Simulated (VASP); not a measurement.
# ZrB2 (P6/mmm) in VASP: single point with PBE

Aim: the single point of ZrB2 with PBE.

All numbers are computed with VASP 6.6.1; they aren't measurements. Logs are shortened: lines on timing, memory, paths and dates and some standing lists are left out, and cuts for length are marked.

### 1 The cell of the first run

It takes space group P6/mmm (No. 191, hexagonal). Conventional cell: a = 3.170 Å, b = 3.170 Å, c = 3.533 Å, α = 90.00°, β = 90.00°, γ = 120.00°. Zr (site symmetry 6/mmm) has 12 B at 2.54 Å and 6 Zr at 3.17 Å within 3.4 Å. B (site symmetry -6m2) has 3 B at 1.83 Å within 2.4 Å.

### 2 Single point, PBE

INCAR reads:

```
SYSTEM = ZrB2
ALGO = Normal
EDIFF = 1E-6
ENCUT = 520
GGA = PE
ISIF = 2
ISMEAR = -1
LASPH = .True.
LCHARG = .False.
LREAL = .False.
LWAVE = .False.
NBANDS = 16
NELM = 80
PREC = Accurate
SIGMA = 0.05
```

KPOINTS reads:

```
k-points
0
Gamma
  17 17 13
  0 0 0
```

POSCAR reads:

```
ZrB2
1.0
    3.1700000000      0.0000000000      0.0000000000
   -1.5850000000      2.7453005300      0.0000000000
    0.0000000000      0.0000000000      3.5330000000
Zr B
1 2
Direct
    0.0000000000      0.0000000000      0.0000000000
    0.3333333333      0.6666666667      0.5000000000
    0.6666666667      0.3333333333      0.5000000000
```

Potentials or basis: VASP PAW PBE potentials, release 64 (Zr_sv, B).

Command:

```bash
cat potpaw_PBE.64/Zr_sv/POTCAR potpaw_PBE.64/B/POTCAR > POTCAR
mpirun -np 1 vasp_std > vasp.out
```

OUTCAR:

```text
SYSTEM = ZrB2
   EDIFF = 1E-6
   ENCUT = 520
   GGA = PE
   ISIF = 2
   ISMEAR = -1
   LASPH = .True.
   LREAL = .False.
   NELM = 80
   PREC = Accurate

 ion  position               nearest neighbor table
   1  0.000  0.000  0.000-   2 2.54   3 2.54   2 2.54   3 2.54   3 2.54   3 2.54   2 2.54   2 2.54
                             3 2.54   3 2.54   2 2.54   2 2.54
   2  0.333  0.667  0.500-   3 1.83   3 1.83   3 1.83   1 2.54   1 2.54   1 2.54   1 2.54   1 2.54
                             1 2.54
   3  0.667  0.333  0.500-   2 1.83   2 1.83   2 1.83   1 2.54   1 2.54   1 2.54   1 2.54   1 2.54
                             1 2.54

  LATTYP: Found a hexagonal cell.
 ALAT       =     3.1700000000
 C/A-ratio  =     1.1145110410

  Lattice vectors:

 A1 = (   3.1700000000,   0.0000000000,   0.0000000000)
 A2 = (  -1.5850000000,   2.7453005300,   0.0000000000)
 A3 = (   0.0000000000,   0.0000000000,   3.5330000000)

Analysis of symmetry for initial positions (statically):
=====================================================================
 Subroutine PRICEL returns:
 Original cell was already a primitive cell.

 Routine SETGRP: Setting up the symmetry group for a
 hexagonal supercell.

 Subroutine GETGRP returns: Found 24 space group operations
 (whereof 24 operations were pure point group operations)
 out of a pool of 24 trial point group operations.

The static configuration has the point symmetry D_6h.

Analysis of symmetry for dynamics (positions and initial velocities):
=====================================================================
 Subroutine PRICEL returns:
 Original cell was already a primitive cell.

 Routine SETGRP: Setting up the symmetry group for a
 hexagonal supercell.

 Subroutine GETGRP returns: Found 24 space group operations
 (whereof 24 operations were pure point group operations)
 out of a pool of 24 trial point group operations.

The dynamic configuration has the point symmetry D_6h.

 Subroutine INISYM returns: Found 24 space group operations
 (whereof 24 operations are pure point group operations),
 and found     1 'primitive' translations

----------------------------------------------------------------------------------------

                                     Primitive cell

  volume of cell :      30.7463

  direct lattice vectors                    reciprocal lattice vectors
     3.170000000  0.000000000  0.000000000     0.315457413  0.182129422  0.000000000
    -1.585000000  2.745300530  0.000000000     0.000000000  0.364258845  0.000000000
     0.000000000  0.000000000  3.533000000     0.000000000  0.000000000  0.283045570

  length of vectors
     3.170000000  3.170000000  3.533000000     0.364258845  0.364258845  0.283045570

  position of ions in fractional coordinates (direct lattice)
     0.000000000  0.000000000  0.000000000
     0.333333333  0.666666667  0.500000000
     0.666666667  0.333333333  0.500000000

  ion indices of the primitive-cell ions
   primitive index   ion index
                 1           1
                 2           2
                 3           3

----------------------------------------------------------------------------------------

 KPOINTS: k-points

Automatic generation of k-mesh.
 Grid dimensions read from file:
 generate k-points for:   17   17   13

 Generating k-lattice:

  Cartesian coordinates                     Fractional coordinates (reciprocal lattice)
     0.018556318  0.010713495  0.000000000     0.058823529  0.000000000  0.000000000
     0.000000000  0.021426991  0.000000000     0.000000000  0.058823529  0.000000000
     0.000000000  0.000000000  0.021772736     0.000000000  0.000000000  0.076923077

  Length of vectors
     0.021426991  0.021426991  0.021772736

  Shift w.r.t. Gamma in fractional coordinates (k-lattice)
     0.000000000  0.000000000  0.000000000

 Subroutine IBZKPT returns following result:
 ===========================================

 Found    231 irreducible k-points:

 Following reciprocal coordinates:
            Coordinates               Weight
  0.000000  0.000000  0.000000      1.000000
  0.058824 -0.000000  0.000000      6.000000
  0.117647 -0.000000  0.000000      6.000000
  0.176471 -0.000000  0.000000      6.000000
  0.235294 -0.000000  0.000000      6.000000
  0.294118  0.000000  0.000000      6.000000
[... 16 lines left out ...]
  0.411765  0.117647  0.000000     12.000000
  0.176471  0.176471  0.000000      6.000000
 [... further k-points ...]
   k-points           NKPTS =    231   k-points in BZ     NKDIM =    231   number of bands    NBANDS=     16
   number of dos      NEDOS =    301   number of ions     NIONS =      3
   total plane-waves  NPLWV =  16128
   dimension x,y,z NGX =    24 NGY =   24 NGZ =   28
   dimension x,y,z NGXF=    48 NGYF=   48 NGZF=   56
   ions per type =               1   2
   NGX,Y,Z   is equivalent  to a cutoff of  12.59, 12.59, 13.18 a.u.
   NGXF,Y,Z  is equivalent  to a cutoff of  25.17, 25.17, 26.35 a.u.
 SYSTEM =  ZrB2
   PREC   = accura    normal or accurate (medium, high low for compatibility)
   ISTART =      0    job   : 0-new  1-cont  2-samecut
   ICHARG =      2    charge: 1-file 2-atom 10-const
   ISPIN  =      1    spin polarized calculation?
   LNONCOLLINEAR =      F non collinear calculations
   LSORBIT =      F    spin-orbit coupling
   LASPH  =      T    aspherical Exc in radial PAW
   ENCUT  =  520.0 eV  38.22 Ry    6.18 a.u.   5.89  5.89  6.57*2*pi/ulx,y,z
   NELM   =     80;   NELMIN=  2; NELMDL= -5     # of ELM steps
   EDIFF  = 0.1E-05   stopping-criterion for ELM
   LREAL  =      F    real-space projection
   EDIFFG = 0.1E-04   stopping-criterion for IOM
   NSW    =      0    number of steps for IOM
   IBRION =     -1    ionic relax: 0-MD 1-quasi-New 2-CG
   NFREE  =      0    steps in history (QN), initial steepest desc. (CG)
   ISIF   =      2    stress and relaxation
   ISYM   =      2    0-nonsym 1-usesym 2-fastsym
   POTIM  = 0.5000    time-step for ionic-motion
   TEBEG  =    0.0;   TEEND  =   0.0 temperature during run
   PSTRESS=    0.0 pullay stress
   NELECT =      18.0000    total number of electrons
   NUPDOWN=      -1.0000    fix difference up-down
   EMIN   =  10.00;   EMAX   =-10.00  energy-range for DOS
   EFERMI =   0.00;   METHOD = LEGACY
   ISMEAR =    -1;   SIGMA  =   0.05  broadening in eV -4-tet -1-fermi 0-gaus
   EFERMI_NEDOS =   21; number of points for ismear=-14 and -15
   IALGO  =     38    algorithm
   IMIX   =      4    mixing-type and parameters
     AMIX     =   0.40;   BMIX     =  1.00
     AMIX_MAG =   1.60;   BMIX_MAG =  1.00
  volume/ion in A,a.u.               =      10.25        69.16
  Fermi-wavevector in a.u.,A,eV,Ry     =   1.369519  2.588016 25.518847  1.875582
  Thomas-Fermi vector in A             =   2.495387
   LORBIT       =      0    0 simple, 1 ext, 2 COOP (PROOUT), +10 PAW based schemes
   GGA     = PE    functional components
   LHFCALC =     F    Hartree Fock is set to
   AEXX    =    0.0000 exact exchange contribution
   IVDW    =     0    specifies the selected vdW correction
   LEPSILON=     F    determine dielectric tensor
   LRPA    =     F    only Hartree local field effects (RPA)
 non-spin polarized calculation
  energy-cutoff  :      520.00
  volume of cell :       30.75
 maximum number of plane-waves:       844
 NGX is ok and might be reduce to    24
   NGX = 11   NGY = 11   NGZ = 13

 number of electron      18.0000000 magnetization

 Free energy of the ion-electron system (eV)
  ---------------------------------------------------
  ext. energy  EPLUGINS =         0.00000000
  ---------------------------------------------------
  free energy    TOTEN  =       -24.97996449 eV

  energy without entropy =      -24.97826126  energy(sigma->0) =      -24.97911287

 E-fermi :  10.6033     XC(G=0): -12.4433

 val. band max:       10.5982749551   @ k =   0.0588   0.0588   0.4615
 cond. band min:      10.6158945631   @ k =   0.2353   0.1765   0.0769
 fundamental gap:      0.0176196080
 Fermi energy:        10.6032680561

 k-point     1 :       0.0000    0.0000    0.0000
  band No.  band energies     occupation
      1     -38.1041      2.00000
      2     -16.2924      2.00000
      3     -15.7371      2.00000
      4     -15.7371      2.00000
      5      -2.2051      2.00000
      6       7.8952      2.00000
[... 8 lines left out ...]
     15      15.6686      0.00000
     16      15.6686      0.00000

 k-point     2 :       0.0588   -0.0000    0.0000
  band No.  band energies     occupation
      1     -38.1002      2.00000
      2     -16.2866      2.00000
      3     -15.7712      2.00000
      4     -15.7444      2.00000
      5      -2.1354      2.00000
      6       7.6842      2.00000
[... 8 lines left out ...]
     15      16.0167      0.00000
     16      16.1958      0.00000

 k-point     3 :       0.1176   -0.0000    0.0000
  band No.  band energies     occupation
      1     -38.0891      2.00000
      2     -16.2700      2.00000
      3     -15.8678      2.00000
      4     -15.7655      2.00000
      5      -1.9307      2.00000
      6       7.1325      2.00000
[... 8 lines left out ...]
     15      16.5082      0.00000
     16      17.1724      0.00000

 k-point     4 :       0.1765   -0.0000    0.0000
  band No.  band energies     occupation
      1     -38.0722      2.00000
      2     -16.2448      2.00000
      3     -16.0113      2.00000
      4     -15.7972      2.00000
      5      -1.6020      2.00000
      6       6.3891      2.00000
[... 8 lines left out ...]
     15      17.2744      0.00000
     16      17.6268      0.00000
[... 324 lines left out ...]
 k-point    22 :       0.3529    0.1176    0.0000
  band No.  band energies     occupation
      1     -37.9923      2.00000
      2     -16.5786      2.00000
      3     -16.1252      2.00000
      4     -16.0112      2.00000
      5       0.8221      2.00000
      6       3.1409      2.00000
[... 8 lines left out ...]
     15      19.6003      0.00000
     16      19.6724      0.00000

 k-point    23 :       0.4118    0.1176    0.0000
  band No.  band energies     occupation
      1     -37.9850      2.00000
      2     -16.6278      2.00000
      3     -16.1142      2.00000
      4     -16.0298      2.00000
      5       1.5323      2.00000
      6       2.3648      2.00000
[... 8 lines left out ...]
     15      19.0229      0.00000
     16      20.2030      0.00000

 k-point    24 :       0.1765    0.1765    0.0000
  band No.  band energies     occupation
      1     -38.0256      2.00000
      2     -16.3314      2.00000
      3     -16.1752      2.00000
      4     -15.9429      2.00000
      5      -0.5078      2.00000
      6       4.9285      2.00000
[... 8 lines left out ...]
     15      17.7451      0.00000
     16      19.1435      0.00000

 [... further k-points ...]
[... 5 lines left out ...]
  --------------------------------------------------------------------------------------
  -------------------------------------------------------------------------------------
  Total        0.1310865      0.1310865      0.2547874      0.0000000     -0.0000000      0.0000000
  in kB        6.8308670      6.8308670     13.2768696      0.0000000     -0.0000000      0.0000000
  external PRESSURE =       8.9795345 kB  Pullay stress =       0.0000000 kB

 VOLUME and BASIS-vectors are now :
 -----------------------------------------------------------------------------
  energy-cutoff  :      520.00
  volume of cell :       30.75
      direct lattice vectors                 reciprocal lattice vectors
     3.170000000  0.000000000  0.000000000     0.315457413  0.182129422  0.000000000
    -1.585000000  2.745300530  0.000000000     0.000000000  0.364258845  0.000000000
     0.000000000  0.000000000  3.533000000     0.000000000  0.000000000  0.283045570

 POSITION                                       TOTAL-FORCE (eV/Angst)
 -----------------------------------------------------------------------------------
      0.00000      0.00000      0.00000         0.000000      0.000000      0.000000
     -0.00000      1.83020      1.76650         0.000000     -0.000000      0.000000
      1.58500      0.91510      1.76650        -0.000000      0.000000      0.000000
 -----------------------------------------------------------------------------------
    total drift:                               -0.000000      0.000000     -0.000000

  FREE ENERGIE OF THE ION-ELECTRON SYSTEM (eV)
  ---------------------------------------------------
  free  energy   TOTEN  =       -24.9799644880 eV

  energy  without entropy=      -24.9782612563  energy(sigma->0) =      -24.97911287
```

Run time: 36 s. Hardware: 1 thread of Intel Xeon 6975P-C (Granite Rapids), shared host; peak memory 0.22 GiB.

What came out:

```
Free energy            : -24.9800 eV
Pressure               : 0.9 GPa
Band gap on the k mesh : zero (band 9 reaches 11.18 eV, above the bottom of band 10 at 9.96 eV)
```

Stress tensor (GPa, compression positive):
```
0.68 0.00 0.00
0.00 0.68 0.00
0.00 0.00 1.33
```

Levels at points of the mesh, in eV from the Fermi level:
```tsv
k point	band 7	band 8	band 9	band 10	band 11	band 12
(0.00, 0.00, 0.00)	-2.71	-2.66	-2.43	3.32	3.32	4.10
```
